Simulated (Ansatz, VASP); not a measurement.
WS2: VASP beside Ansatz

File INCAR:

```
  PREC = Accurate
  ENCUT = 520
  EDIFF = 1E-7
  ISMEAR = -1
  SIGMA = 0.05
  LREAL = False
  LASPH = True
  NELM = 100
  ALGO = Normal
  ISIF = 2
  LWAVE = False
  LCHARG = False
  GGA = PE
  NBANDS = 20
```

File KPOINTS:

```
regular mesh
0
Gamma
  8 8 8
```

The input POSCAR:

```
WS2
1.0
    0.0000000000      3.0079352200      3.0079352200
    3.0079352200      0.0000000000      3.0079352200
    3.0079352200      3.0079352200      0.0000000000
W S
1 2
Direct
    0.0017990000      0.0128930000      0.0051310000
    0.2443620000      0.2492270000      0.2571790000
    0.7474660000      0.7556630000      0.7482550000
```

input.yaml

```yaml
crystal:
  lattice:
    - [0.0, 3.00793522, 3.00793522]
    - [3.00793522, 0.0, 3.00793522]
    - [3.00793522, 3.00793522, 0.0]
  atoms:
    - { symbol: W, position: [0.001799, 0.012893, 0.005131] }
    - { symbol: S, position: [0.244362, 0.249227, 0.257179] }
    - { symbol: S, position: [0.747466, 0.755663, 0.748255] }
kpoints:
  mp_grid: { grid: [8, 8, 8] }
scf:
  occupations: { method: fermi_dirac, width: 0.05 }
hamiltonian:
  xc: pbe
  pseudopotentials: { kind: all_electron, lapw: { basis_error: 0.001 } }
output:
  forces: true
  stress: true
  eigenvalues: true
  populations: true
```

Change from the starting cell: atoms moved at random, drawn with an rms of 0.05 Å.

Alike in both runs: task single point; functional PBE; k mesh 8 × 8 × 8; occupations fermi-dirac, width 0.05 eV; no spin polarisation.

|  | VASP | Ansatz |
| --- | --- | --- |
| version | VASP 6.6.1 | Ansatz 0.2.0 |
| potentials or method | VASP PAW PBE potentials, release 64 (W_sv, S), cutoff 520 eV | all-electron LAPW, scalar-relativistic |

|  | VASP | Ansatz | Ansatz less VASP |
| --- | --- | --- | --- |
| gap on the k mesh at the Fermi level (eV) | none | none | - |
| pressure (GPa) | -8.8 | -8.8 | +0.04 |
| traceless stress, the component that is largest in VASP (GPa) | 0.57 | 0.57 | -0.002 |
| rms of the force components (eV/Å) | 0.067 | 0.067 | -0.0001 |

Atom by atom the forces differ by 0.000 eV/Å (rms over components). A gap of «none» marks a metal or a gap that the smearing closes. Ansatz ran all-electron here, and VASP with PAW potentials.

Spin-orbit coupling is off throughout.
